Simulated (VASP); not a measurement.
# Si8H3Cl in VASP: notebook

Runs on Si8H3Cl. Level: PBEsol. Tasks: single point.

All numbers are computed with VASP 6.6.1; they aren't measurements. Logs are shortened: lines on timing, memory, paths and dates and some standing lists are left out, and cuts for length are marked.

**1. The cell of the first run**

The cell holds a slab with vacuum, 24 atoms: a = 7.679 Å, b = 7.679 Å, c = 18.869 Å, α = 90.00°, β = 90.00°, γ = 60.00°.

**2. Single point, PBEsol**

Input file INCAR:

```
PREC     = Accurate       # precision mode
ENCUT    = 520            # plane-wave cutoff, eV
EDIFF    = 1E-7           # SCF threshold, eV
ISMEAR   = -1             # smearing method
SIGMA    = 0.02           # smearing width, eV
LREAL    = Auto         
LASPH    = True           # aspherical terms in the spheres
NELM     = 100            # most SCF steps
ALGO     = Normal         # electronic algorithm
ISIF     = 2              # what is computed and relaxed
LWAVE    = False          # write WAVECAR
LCHARG   = False          # write CHGCAR
GGA      = PS             # functional
NBANDS   = 60             # bands
```

Input file KPOINTS:

```
Automatic mesh
0
Gamma
  2 2 1
```

Input file POSCAR:

```
Si8H3Cl
1.0
    7.6791800000      0.0000000000      0.0000000000
    3.8395900000      6.6503650000      0.0000000000
    0.0000000000      0.0000000000     18.8687650000
H Si Cl
6 16 2
Direct
    0.1666668792      0.1666675438      0.0529976392
    0.6666681814      0.1666675438      0.0529976392
    0.1666662146      0.6666701752      0.0529976392
    0.6666675168      0.6666701752      0.0529976392
    0.0326295775      0.4984989546      0.4289204937
    0.4922742055      0.4478701545      0.4156286858
    0.1666668792      0.1666675438      0.1324940981
    0.6666681814      0.1666675438      0.1324940981
    0.1666662146      0.6666701752      0.1324940981
    0.6666675168      0.6666701752      0.1324940981
   -0.1526624650      0.3328539110      0.1714102645
    0.3319356178      0.3407933249      0.1679336194
   -0.1740636460      0.8341948149      0.1745424250
    0.3234714635      0.8300897770      0.1692585604
   -0.1551845820      0.3215161875      0.2955466349
    0.3313343692      0.3386881773      0.2981223201
   -0.1682325978      0.8122712062      0.2962780023
    0.3377689018      0.8259245921      0.2898387891
    0.0054570737     -0.0034133465      0.3344575016
    0.5029754599     -0.0096987158      0.3321309052
   -0.0005589026      0.4858831057      0.3476804126
    0.5025072298      0.4842591346      0.3377168564
    0.4877095549      0.0142698935      0.4377022026
    0.0000283586     -0.0062552958      0.4455617525
```

Potentials or basis: VASP PAW PBE potentials, release 64 (H, Si, Cl).

On the command line:

```sh
> cat potpaw_PBE.64/H/POTCAR potpaw_PBE.64/Si/POTCAR potpaw_PBE.64/Cl/POTCAR > POTCAR
> mpirun -np 1 vasp_std > vasp.out
```

OUTCAR:

```text
PREC = Accurate
   ENCUT = 520
   EDIFF = 1E-7
   ISMEAR = -1
   LREAL = Auto
   LASPH = True
   NELM = 100
   ISIF = 2
   GGA = PS

 ion  position               nearest neighbor table
   1  0.167  0.167  0.053-   7 1.50
   2  0.667  0.167  0.053-   8 1.50
   3  0.167  0.667  0.053-   9 1.50
   4  0.667  0.667  0.053-  10 1.50
   5  0.033  0.498  0.429-  21 1.56
   6  0.492  0.448  0.416-  22 1.51
   7  0.167  0.167  0.132-   1 1.50  11 2.25  14 2.35  12 2.35
   8  0.667  0.167  0.132-   2 1.50  12 2.32  13 2.35  11 2.42
   9  0.167  0.667  0.132-   3 1.50  14 2.24  12 2.27  13 2.40
  10  0.667  0.667  0.132-   4 1.50  13 2.31  11 2.34  14 2.39
  11  0.847  0.333  0.171-   7 2.25  10 2.34  15 2.34   8 2.42
  12  0.332  0.341  0.168-   9 2.27   8 2.32   7 2.35  16 2.46
[... 8 lines left out ...]
  21  0.999  0.486  0.348-   5 1.56  15 2.34  17 2.38  16 2.40
  22  0.503  0.484  0.338-   6 1.51  16 2.24  15 2.41  18 2.45
  23  0.488  0.014  0.438-  20 2.00
  24  0.000  0.994  0.446-  19 2.10

  LATTYP: Found a hexagonal cell.
 ALAT       =     7.6791800344
 C/A-ratio  =     2.4571327818

  Lattice vectors:

 A1 = (  -3.8395900000,  -6.6503650000,   0.0000000000)
 A2 = (   7.6791800000,   0.0000000000,   0.0000000000)
 A3 = (   0.0000000000,   0.0000000000,  18.8687650000)

Analysis of symmetry for initial positions (statically):
=====================================================================
 Subroutine PRICEL returns:
 Original cell was already a primitive cell.

 Routine SETGRP: Setting up the symmetry group for a
 hexagonal supercell.

 Subroutine GETGRP returns: Found  1 space group operations
 (whereof  1 operations were pure point group operations)
 out of a pool of 24 trial point group operations.

The static configuration has the point symmetry C_1 .

Analysis of symmetry for dynamics (positions and initial velocities):
=====================================================================
 Subroutine PRICEL returns:
 Original cell was already a primitive cell.

 Routine SETGRP: Setting up the symmetry group for a
 hexagonal supercell.

 Subroutine GETGRP returns: Found  1 space group operations
 (whereof  1 operations were pure point group operations)
 out of a pool of 24 trial point group operations.

The dynamic configuration has the point symmetry C_1 .

 Subroutine INISYM returns: Found  1 space group operations
 (whereof  1 operations are pure point group operations),
 and found     1 'primitive' translations

----------------------------------------------------------------------------------------

                                     Primitive cell

  volume of cell :     963.6156

  direct lattice vectors                    reciprocal lattice vectors
     7.679180000  0.000000000  0.000000000     0.130222237 -0.075183843  0.000000000
     3.839590000  6.650365000  0.000000000     0.000000000  0.150367687  0.000000000
     0.000000000  0.000000000 18.868765000     0.000000000  0.000000000  0.052997639

  length of vectors
     7.679180000  7.679180034 18.868765000     0.150367687  0.150367687  0.052997639

  position of ions in fractional coordinates (direct lattice)
     0.166666879  0.166667544  0.052997639
     0.666668181  0.166667544  0.052997639
     0.166666215  0.666670175  0.052997639
     0.666667517  0.666670175  0.052997639
     0.032629578  0.498498955  0.428920494
     0.492274206  0.447870155  0.415628686
[... 16 lines left out ...]
     0.487709555  0.014269893  0.437702203
     0.000028359  0.993744704  0.445561752

  ion indices of the primitive-cell ions
   primitive index   ion index
                 1           1
                 2           2
                 3           3
                 4           4
                 5           5
                 6           6
[... 16 lines left out ...]
                23          23
                24          24

----------------------------------------------------------------------------------------

 KPOINTS: Automatic mesh

Automatic generation of k-mesh.
 Grid dimensions read from file:
 generate k-points for:    2    2    1

 Generating k-lattice:

  Cartesian coordinates                     Fractional coordinates (reciprocal lattice)
     0.065111119 -0.037591922  0.000000000     0.500000000  0.000000000  0.000000000
     0.000000000  0.075183843  0.000000000     0.000000000  0.500000000  0.000000000
     0.000000000  0.000000000  0.052997639     0.000000000  0.000000000  1.000000000

  Length of vectors
     0.075183844  0.075183843  0.052997639

  Shift w.r.t. Gamma in fractional coordinates (k-lattice)
     0.000000000  0.000000000  0.000000000

 Subroutine IBZKPT returns following result:
 ===========================================

 Found      4 irreducible k-points:

 Following reciprocal coordinates:
            Coordinates               Weight
  0.000000  0.000000  0.000000      1.000000
  0.500000 -0.000000  0.000000      1.000000
  0.500000  0.500000  0.000000      1.000000
  0.000000  0.500000  0.000000      1.000000
   k-points           NKPTS =      4   k-points in BZ     NKDIM =      4   number of bands    NBANDS=     60
   number of dos      NEDOS =    301   number of ions     NIONS =     24
   total plane-waves  NPLWV = 504000
   dimension x,y,z NGX =    60 NGY =   60 NGZ =  140
   dimension x,y,z NGXF=   120 NGYF=  120 NGZF=  280
   ions per type =               6  16   2
   NGX,Y,Z   is equivalent  to a cutoff of  12.99, 12.99, 12.33 a.u.
   NGXF,Y,Z  is equivalent  to a cutoff of  25.98, 25.98, 24.67 a.u.
 SYSTEM =  unknown system
   PREC   = accura    normal or accurate (medium, high low for compatibility)
   ISTART =      0    job   : 0-new  1-cont  2-samecut
   ICHARG =      2    charge: 1-file 2-atom 10-const
   ISPIN  =      1    spin polarized calculation?
   LNONCOLLINEAR =      F non collinear calculations
   LSORBIT =      F    spin-orbit coupling
   LASPH  =      T    aspherical Exc in radial PAW
   ENCUT  =  520.0 eV  38.22 Ry    6.18 a.u.  14.28 14.28 35.08*2*pi/ulx,y,z
   NELM   =    100;   NELMIN=  2; NELMDL= -5     # of ELM steps
   EDIFF  = 0.1E-06   stopping-criterion for ELM
   LREAL  =      T    real-space projection
   EDIFFG = 0.1E-05   stopping-criterion for IOM
   NSW    =      0    number of steps for IOM
   IBRION =     -1    ionic relax: 0-MD 1-quasi-New 2-CG
   NFREE  =      0    steps in history (QN), initial steepest desc. (CG)
   ISIF   =      2    stress and relaxation
   ISYM   =      2    0-nonsym 1-usesym 2-fastsym
   POTIM  = 0.5000    time-step for ionic-motion
   TEBEG  =    0.0;   TEEND  =   0.0 temperature during run
   PSTRESS=    0.0 pullay stress
   NELECT =      84.0000    total number of electrons
   NUPDOWN=      -1.0000    fix difference up-down
   EMIN   =  10.00;   EMAX   =-10.00  energy-range for DOS
   EFERMI =   0.00;   METHOD = LEGACY
   ISMEAR =    -1;   SIGMA  =   0.02  broadening in eV -4-tet -1-fermi 0-gaus
   EFERMI_NEDOS =   21; number of points for ismear=-14 and -15
   IALGO  =     38    algorithm
   IMIX   =      4    mixing-type and parameters
     AMIX     =   0.40;   BMIX     =  1.00
     AMIX_MAG =   1.60;   BMIX_MAG =  1.00
  volume/ion in A,a.u.               =      40.15       270.95
  Fermi-wavevector in a.u.,A,eV,Ry     =   0.725883  1.371720  7.168994  0.526906
  Thomas-Fermi vector in A             =   1.816717
   LORBIT       =      0    0 simple, 1 ext, 2 COOP (PROOUT), +10 PAW based schemes
   GGA     = PS    functional components
   LHFCALC =     F    Hartree Fock is set to
   AEXX    =    0.0000 exact exchange contribution
   IVDW    =     0    specifies the selected vdW correction
   LEPSILON=     F    determine dielectric tensor
   LRPA    =     F    only Hartree local field effects (RPA)
 non-spin polarized calculation
  energy-cutoff  :      520.00
  volume of cell :      963.62
 maximum number of plane-waves:     25966
 NGX is ok and might be reduce to    60
   NGX = 29   NGY = 29   NGZ = 71

 number of electron      84.0000002 magnetization

 Free energy of the ion-electron system (eV)
  ---------------------------------------------------
  ext. energy  EPLUGINS =         0.00000000
  ---------------------------------------------------
  free energy    TOTEN  =      -115.80364726 eV

  energy without entropy =     -115.80364726  energy(sigma->0) =     -115.80364726

 E-fermi :  -0.4984     XC(G=0):  -4.4905

 val. band max:       -0.9754363341   @ k =   0.0000   0.0000   0.0000
 cond. band min:       0.0367796384   @ k =   0.0000   0.0000   0.0000
 fundamental gap:      1.0122159725
 Fermi energy:        -0.4983547352

 k-point     1 :       0.0000    0.0000    0.0000
  band No.  band energies     occupation
      1     -17.0875      2.00000
      2     -16.6230      2.00000
      3     -12.4175      2.00000
      4     -11.2077      2.00000
      5     -10.3550      2.00000
      6     -10.2813      2.00000
[... 46 lines left out ...]
     53       1.4651      0.00000
     54       2.1277      0.00000

 k-point     2 :       0.5000   -0.0000    0.0000
  band No.  band energies     occupation
      1     -17.0796      2.00000
      2     -16.6319      2.00000
      3     -11.7691      2.00000
      4     -11.6795      2.00000
      5     -10.5820      2.00000
      6     -10.5274      2.00000
[... 46 lines left out ...]
     53       2.7130      0.00000
     54       2.7757      0.00000

 k-point     3 :       0.5000    0.5000    0.0000
  band No.  band energies     occupation
      1     -17.0797      2.00000
      2     -16.6319      2.00000
      3     -11.7991      2.00000
      4     -11.6345      2.00000
      5     -10.6045      2.00000
      6     -10.5630      2.00000
[... 46 lines left out ...]
     53       2.5029      0.00000
     54       2.8809      0.00000

 k-point     4 :       0.0000    0.5000    0.0000
  band No.  band energies     occupation
      1     -17.0865      2.00000
      2     -16.6227      2.00000
      3     -11.7709      2.00000
      4     -11.6824      2.00000
      5     -10.6749      2.00000
      6     -10.5747      2.00000
[... 46 lines left out ...]
     53       2.5802      0.00000
     54       2.7148      0.00000
 [bands above 54 left out]

------------------------ aborting loop because EDIFF is reached ----------------------------------------

  FORCE on cell =-STRESS in cart. coord.  units (eV):
  Direction    XX          YY          ZZ          XY          YZ          ZX
  --------------------------------------------------------------------------------------
  -------------------------------------------------------------------------------------
  Total        3.5268212      2.7534244      2.4849505      0.5459750      1.5112160      1.0946635
  in kB        5.8639495      4.5780437      4.1316595      0.9077777      2.5126576      1.8200671
  external PRESSURE =       4.8578842 kB  Pullay stress =       0.0000000 kB

 VOLUME and BASIS-vectors are now :
 -----------------------------------------------------------------------------
  energy-cutoff  :      520.00
  volume of cell :      963.62
      direct lattice vectors                 reciprocal lattice vectors
     7.679180000  0.000000000  0.000000000     0.130222237 -0.075183843  0.000000000
     3.839590000  6.650365000  0.000000000     0.000000000  0.150367687  0.000000000
     0.000000000  0.000000000 18.868765000     0.000000000  0.000000000  0.052997639

 POSITION                                       TOTAL-FORCE (eV/Angst)
 -----------------------------------------------------------------------------------
      1.91980      1.10840      1.00000        -0.086846     -0.042845     -0.150440
      5.75940      1.10840      1.00000         0.079898     -0.106855     -0.114869
      3.83960      4.43360      1.00000        -0.044648      0.106322     -0.155754
      7.67920      4.43360      1.00000         0.028454     -0.044759     -0.129823
      2.16460      3.31520      8.09320        -0.500664     -0.067472     -0.847384
      5.49990      2.97850      7.84240         0.343894      0.369666      0.114542
[... 16 lines left out ...]
      3.80000      0.09490      8.25890        -0.092248     -0.100079      1.610873
      3.81579      6.60876      8.40720         0.107322      0.040089     -0.257416
 -----------------------------------------------------------------------------------
    total drift:                               -0.000140      0.002215      0.002673

  FREE ENERGIE OF THE ION-ELECTRON SYSTEM (eV)
  ---------------------------------------------------
  free  energy   TOTEN  =      -115.8036472636 eV

  energy  without entropy=     -115.8036472636  energy(sigma->0) =     -115.80364726
```

Wall time 6.2 min (1 thread of AMD EPYC 9R45 (Zen 5), shared host); peak memory 0.96 GiB.

Results:

```yaml
Free_energy: -115.8036 eV
Largest_force: 1.993 eV/Å
Band_gap_on_the_k_mesh: 1.01 eV
```

Forces on the atoms (eV/Å):
```
H   -0.087 -0.043 -0.150
H    0.080 -0.107 -0.115
H   -0.045  0.106 -0.156
H    0.028 -0.045 -0.130
H   -0.501 -0.067 -0.847
H    0.344  0.370  0.115
Si   0.917 -0.271 -0.384
Si   0.511  0.230  0.349
Si  -1.276  0.262 -0.539
Si  -0.422  0.064 -0.060
Si  -1.361  0.231  0.196
Si  -0.237 -0.735  1.352
Si   0.498 -0.190 -0.522
Si   1.334  0.256 -0.164
Si  -0.649  0.649  0.530
Si  -1.165 -0.950 -1.309
Si   1.242  0.314  0.767
Si  -0.330 -0.500  1.468
Si  -0.739 -1.201 -0.046
Si  -0.168  0.842 -1.410
Si   0.988  0.231 -0.043
Si   1.022  0.610 -0.254
Cl  -0.092 -0.100  1.611
Cl   0.107  0.040 -0.257
```

Levels at points of the mesh, in eV from the valence-band top:
| k point | band 40 | band 41 | band 42 | band 43 | band 44 | band 45 |
| --- | --- | --- | --- | --- | --- | --- |
| (0.00, 0.00, 0.00) | -0.74 | -0.05 | 0.00 | 1.01 | 1.12 | 1.15 |
| (0.50, 0.00, 0.00) | -1.49 | -0.82 | -0.73 | 1.52 | 1.62 | 2.20 |
| (0.50, 0.50, 0.00) | -1.49 | -0.81 | -0.75 | 1.58 | 1.60 | 2.31 |
| (0.00, 0.50, 0.00) | -1.51 | -0.93 | -0.59 | 1.52 | 1.56 | 2.31 |

Caveat: the k points lie up to 0.47 Å⁻¹ apart; the PAW data sets were made with another functional, which shifts forces and pressure a little.

**3. Single point, PBEsol**

Input file INCAR:

```
SYSTEM = Si8H3Cl
PREC = Accurate
ENCUT = 520
EDIFF = 1E-6
ISMEAR = -1
SIGMA = 0.02
LREAL = Auto
LASPH = .True.
NELM = 60
ALGO = Normal
ISIF = 2
LWAVE = .False.
LCHARG = .False.
GGA = PS
NBANDS = 60
```

Input file KPOINTS:

```
regular mesh
0
Gamma
  2 2 1
  0 0 0
```

Input file POSCAR:

```
Si8H3Cl
1.0
    7.6791800000      0.0000000000      0.0000000000
    3.8395900000      6.6503650000      0.0000000000
    0.0000000000      0.0000000000     18.8687650000
H Si Cl
6 16 2
Direct
    0.1666668792      0.1666675438      0.0529976392
    0.6666681814      0.1666675438      0.0529976392
    0.1666662146      0.6666701752      0.0529976392
    0.6666675168      0.6666701752      0.0529976392
   -0.0279515686      0.4788910082      0.4219990021
    0.4560031355      0.5444513196      0.4069847709
    0.1666668792      0.1666675438      0.1324940981
    0.6666681814      0.1666675438      0.1324940981
    0.1666662146      0.6666701752      0.1324940981
    0.6666675168      0.6666701752      0.1324940981
   -0.1675027973      0.3315156386      0.1759044643
    0.3362435849      0.3296510793      0.1662270954
   -0.1678435248      0.8368863965      0.1752048955
    0.3314197619      0.8335181603      0.1675732355
   -0.1729868504      0.3347485439      0.3014558716
    0.3288207547      0.3206139813      0.2911107325
   -0.1619291391      0.8212030468      0.3033266883
    0.3291775995      0.8154740379      0.2940203029
    0.0094214809     -0.0241039402      0.3326979800
    0.4853351198     -0.0226002633      0.3252783105
    0.0082624917      0.4917324087      0.3466151600
    0.5008341893      0.4698689470      0.3358725386
    0.4796489223      0.0247655580      0.4406753701
    0.0222676876     -0.0235175062      0.4457048461
```

Potentials or basis: VASP PAW PBE potentials, release 64 (H, Si, Cl).

On the command line:

```sh
> cat potpaw_PBE.64/H/POTCAR potpaw_PBE.64/Si/POTCAR potpaw_PBE.64/Cl/POTCAR > POTCAR
> mpirun -np 1 vasp_std > vasp.out
```

Wall time 5.2 min (1 thread of AMD EPYC 9R45 (Zen 5), shared host); peak memory 0.96 GiB.

The run converged. Its results:

```
Free energy            : -115.6744 eV
Largest force          : 3.129 eV/Å
Band gap on the k mesh : 0.91 eV
```

Forces on the atoms (eV/Å):
```
H   -0.130  0.038 -0.148
H    0.054 -0.087 -0.104
H   -0.082  0.053 -0.163
H    0.076 -0.036 -0.118
H    0.337 -0.003  0.748
H   -0.089 -0.037  1.490
Si  -0.447  0.110 -0.176
Si   0.484 -0.149  0.092
Si  -0.363  0.086 -0.271
Si   0.244 -0.148  0.232
Si   0.086  0.311 -0.074
Si  -0.320  0.530  0.742
Si  -0.047 -0.613  0.189
Si   0.219 -0.073  0.735
Si   0.978 -0.997 -0.322
Si  -0.387 -0.418  0.155
Si  -1.293 -0.365 -0.994
Si  -0.509 -1.873 -1.312
Si   0.011  2.083  1.324
Si   2.037  1.343  1.959
Si  -0.653 -0.342 -1.347
Si  -0.006  0.889 -1.069
Cl  -0.171 -0.225 -1.005
Cl  -0.029 -0.079 -0.564
```

Levels at points of the mesh, in eV from the valence-band top:
| k point | band 39 | band 40 | band 41 | band 42 | band 43 | band 44 | band 45 | band 46 |
| --- | --- | --- | --- | --- | --- | --- | --- | --- |
| (0.00, 0.00, 0.00) | -0.82 | -0.57 | -0.16 | 0.00 | 0.91 | 1.11 | 1.29 | 1.76 |
| (0.50, 0.00, 0.00) | -1.46 | -1.40 | -0.89 | -0.69 | 1.53 | 1.68 | 2.41 | 2.56 |
| (0.50, 0.50, 0.00) | -1.52 | -1.41 | -0.78 | -0.70 | 1.61 | 1.69 | 2.37 | 2.54 |
| (0.00, 0.50, 0.00) | -1.57 | -1.51 | -0.89 | -0.82 | 1.40 | 1.71 | 2.31 | 2.33 |

Caveat: the k points lie up to 0.47 Å⁻¹ apart; the PAW data sets were made with another functional, which shifts forces and pressure a little.
